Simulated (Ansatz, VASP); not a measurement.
# Two plane-wave programs on PtSe2

```
Pt Se
1.0
     3.69901    0.00000    0.00000
    -1.84950    3.20343    0.00000
     0.00000    0.00000    5.02803
Pt Se
1 2
Direct
  0.00000 0.00000 0.00000
  0.66667 0.33333 0.75000
  0.33333 0.66667 0.25000
```

Alike in both runs: task single point; functional BLYP; dispersion D3(BJ); k mesh 8 × 8 × 5; occupations fermi-dirac, width 0.05 eV; no spin polarisation.

|  | VASP | Ansatz |
| --- | --- | --- |
| version | VASP 6.6.1 | Ansatz 0.2.0 |
| potentials or method | VASP PAW PBE potentials, release 64 (Pt, Se) | Ansatz PAW |
| plane-wave cutoff (eV) | 520 | 420 |
| valence electrons in the cell | 22 | 50 |

```tsv
	VASP	Ansatz	Ansatz less VASP
gap on the k mesh at the Fermi level (eV)	none	none	-
pressure (GPa)	9.7	8.9	-0.75
traceless stress, the component that is largest in VASP (GPa)	-2.84	-2.64	+0.200
rms of the force components (eV/Å)	0.686	0.650	-0.0368
```

VASP's potentials were made for PBE, not for BLYP. Atom by atom the forces differ by 0.037 eV/Å (rms over components). A gap of «none» marks a metal or a gap that the smearing closes. VASP's potentials hold 22 valence electrons a cell and Ansatz's 50, so a difference there can come from the potentials and not from the codes.

Spin-orbit coupling is off throughout.
